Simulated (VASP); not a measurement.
The system is Nb2PdSe5.

```xyz
8
Lattice="-2.3311 2.3311 8.4434 2.3311 -2.3311 8.4434 2.3311 2.3311 -8.4434" Properties=species:S:1:pos:R:3 pbc="T T T"
Nb    0.0000    0.0000   12.6092
Nb    0.0000    0.0000    4.2777
Pd    0.0000    0.0000    0.0000
Se    0.0000    0.0000    8.4434
Se    0.0000    2.3311    5.9978
Se    2.3311    0.0000    5.9978
Se    2.3311    0.0000    2.4456
Se    0.0000    2.3311    2.4456
```

The cell was generated, and may not be a known phase.

```yaml
Program: VASP 6.6.1
Task: relaxation of cell and atoms
Functional: PBE
Potentials_or_basis: VASP PAW PBE potentials, release 64 (Nb_sv, Pd, Se)
Cutoff: 600 eV
k_mesh: 4 × 4 × 4
Occupations: gaussian, width 0.15 eV
Spin: no spin polarisation
```

At the start: pressure -12.4 GPa; volume 22.94 Å³/atom.

**Question.** Where does the relaxation end?

**Answer.** Over 17 steps the energy falls by 264.8 meV/atom and the volume is 18.42 Å³/atom (-19.7 %); space group I4/mmm (No. 139, to 0.1 Å) before and after.

Step by step:
```csv
step,energy change (eV),largest force (eV/Å),pressure (GPa),volume (Å³)
1,0.0000,1.7299,-12.38,183.52
2,-0.9470,0.8143,14.91,140.31
3,-1.5519,0.5629,0.72,154.69
4,-1.5524,0.5685,1.13,154.14
5,-1.7388,0.4464,0.69,154.61
6,-1.8350,0.5470,0.35,154.99
7,-1.9014,0.3582,-1.73,156.22
8,-1.9252,0.1629,-3.76,157.52
9,-1.9495,0.1504,-3.68,156.81
10,-2.0139,0.1079,-3.32,154.68
11,-2.0840,0.2775,-2.15,150.31
12,-2.0856,0.3111,-1.90,149.57
13,-2.1028,0.2785,-0.93,148.45
14,-2.1097,0.2455,0.08,147.34
15,-2.1099,0.2391,0.27,147.14
16,-2.1132,0.1970,0.19,147.19
17,-2.1181,0.0735,-0.06,147.36
```

Final structure:
```yaml
crystal:
  lattice:
    - [-2.32698, 2.32698, 6.80335]
    - [2.32698, -2.32698, 6.80335]
    - [2.32698, 2.32698, -6.80335]
  atoms:
    - { symbol: Nb, position: [0.75493, 0.75493, 0.00000] }
    - { symbol: Nb, position: [0.24507, 0.24507, 0.00000] }
    - { symbol: Pd, position: [0.00000, 0.00000, 0.00000] }
    - { symbol: Se, position: [0.50000, 0.50000, 0.00000] }
    - { symbol: Se, position: [0.85826, 0.35826, 0.50000] }
    - { symbol: Se, position: [0.35826, 0.85826, 0.50000] }
    - { symbol: Se, position: [0.14174, 0.64174, 0.50000] }
    - { symbol: Se, position: [0.64174, 0.14174, 0.50000] }
```

Caveat: the volume moved by over 15 % at a fixed basis, so the end points are rough; the relaxation stopped at a loose force limit of 0.08 eV/Å, so its end isn't a converged minimum.
